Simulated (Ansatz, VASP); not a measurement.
**MgI2 in VASP and in Ansatz**

```
CELL_PARAMETERS angstrom
4.13111 0.00000 0.00000
-2.06555 3.57764 0.00000
0.00000 0.00000 24.22651
ATOMIC_POSITIONS crystal
I 0.33333 0.66667 0.18575
I 0.66667 0.33333 0.32457
I 0.33333 0.66667 0.48266
I 0.66667 0.33333 0.62149
Mg 0.00000 0.00000 0.25516
Mg 0.00000 0.00000 0.55208
```

Alike in both runs: task single point; functional PBE; dispersion D3(BJ); k mesh 9 × 9 × 1; occupations gaussian, width 0.05 eV; no spin polarisation.

|  | VASP | Ansatz |
| --- | --- | --- |
| version | VASP 6.6.1 | Ansatz 0.2.0 |
| potentials or method | VASP PAW PBE potentials, release 64 (I, Mg), cutoff 520 eV | scalar-relativistic, plane waves, PAW |
| valence electrons in the cell | 32 | 88 |

```csv
,VASP,Ansatz,Ansatz less VASP
gap on the k mesh at the Fermi level (eV),3.63,3.65,+0.017
least direct gap on the mesh (eV),3.93,3.94,+0.014
rms of the force components (eV/Å),0.014,0.017,+0.0024
```

VASP's potentials hold 32 valence electrons a cell and Ansatz's 88, so a difference there can come from the potentials and not from the codes.

Neither program's run includes spin-orbit coupling.
